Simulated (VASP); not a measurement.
Here is a VASP 6.6.1 calculation.

INCAR

```
SYSTEM = SiC
ALGO     = Normal         ! electronic algorithm
EDIFF    = 1E-7           ! SCF threshold, eV
ENCUT    = 520            ! plane-wave cutoff, eV
GGA      = PE             ! functional
ISIF     = 2              ! what is computed and relaxed
ISMEAR   = 0              ! smearing method
LASPH    = .True.         ! aspherical terms in the spheres
LCHARG   = .False.        ! write CHGCAR
LREAL    = .False.        ! projectors in reciprocal space
LWAVE    = .False.        ! write WAVECAR
NBANDS   = 11             ! bands
NELM     = 100            ! most SCF steps
PREC     = Accurate       ! precision mode
SIGMA    = 0.05           ! smearing width, eV
```

The input KPOINTS:

```
k-points
0
Gamma
  12 12 12
  0 0 0
```

The input POSCAR:

```
SiC
1.0
    0.0000000000      2.0736289884      2.0736289884
    2.0736289884      0.0000000000      2.0736289884
    2.1890610021      2.1890610021     -0.1154320137
Si C
1 1
Direct
    0.0000000000      0.0000000000      0.0000000000
    0.7500000000      0.7500000000      0.7500000000
```

Potentials or basis: VASP PAW PBE potentials, release 64 (Si, C).

Run with:

```bash
$ cat potpaw_PBE.64/Si/POTCAR potpaw_PBE.64/C/POTCAR > POTCAR
$ mpirun -np 1 vasp_std > vasp.out
```

**Question.** Predict the band gap on the k mesh.

**Answer.** 0.99 eV, indirect (least direct gap 4.06 eV).

**Question.** What does it give for the pressure?

**Answer.** 22.9 GPa.

Forces in eV/Å, atoms in the order of the input:
```
Si   0.468  0.468 -0.468
C   -0.468 -0.468  0.468
```

A k mesh can miss the band edges. As with any semilocal functional, this PBE gap is likely too small.
